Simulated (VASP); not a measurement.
Wanted: the native input for a VASP 6.6.1 run.

```yaml
Task: single point
Functional: PBEsol
Potentials_or_basis: VASP PAW PBE potentials, release 64 (Mg)
Cutoff: 520 eV
k_mesh: 11 × 11 × 11
Occupations: gaussian, width 0.1 eV
Spin: no spin polarisation
Dipole_correction: no
Further_INCAR_settings: ALGO = Normal; EDIFF = 1e-06; NBANDS = 7
```

The structure of Mg lies in POSCAR:

```
Mg
1.0
   -1.4640918503      1.4640918503      1.4640918503
    1.4640918503     -1.4640918503      1.4640918503
    1.4640918503      1.4640918503     -1.4640918503
Mg
1
Direct
    0.0000000000      0.0000000000      0.0000000000
```

These files were run (other wordings do the same):

INCAR

```
SYSTEM = Mg
PREC     = Accurate       ! precision mode
ENCUT    = 520            ! plane-wave cutoff, eV
EDIFF    = 1E-6           ! SCF threshold, eV
ISMEAR   = 0              ! smearing method
SIGMA    = 0.1            ! smearing width, eV
LREAL    = .False.        ! projectors in reciprocal space
LASPH    = .True.         ! aspherical terms in the spheres
NELM     = 60             ! most SCF steps
ALGO     = Normal         ! electronic algorithm
ISIF     = 2              ! what is computed and relaxed
LWAVE    = .False.        ! write WAVECAR
LCHARG   = .True.         ! write CHGCAR
GGA      = PS             ! functional
LELF     = .True.         ! ELF
LVHAR    = .True.       
NBANDS   = 7              ! bands
```

KPOINTS

```
Automatic mesh
0
Gamma
  11 11 11
  0 0 0
```

Potentials or basis: VASP PAW PBE potentials, release 64 (Mg).

The run is started by

```sh
$ cat potpaw_PBE.64/Mg/POTCAR > POTCAR
$ mpirun -np 1 vasp_std > vasp.out
```

Results of the run:

```json
{
  "Pressure": "67.5 GPa",
  "Band gap on the k mesh": "zero (band 1 reaches 9.31 eV, above the bottom of band 2 at 5.97 eV)"
}
```

Caveat: the PAW data sets were made with another functional, which shifts forces and pressure a little.

Run time: 2.9 s on 1 thread of Intel Xeon 6975P-C (shared host), peak memory 0.12 GiB.
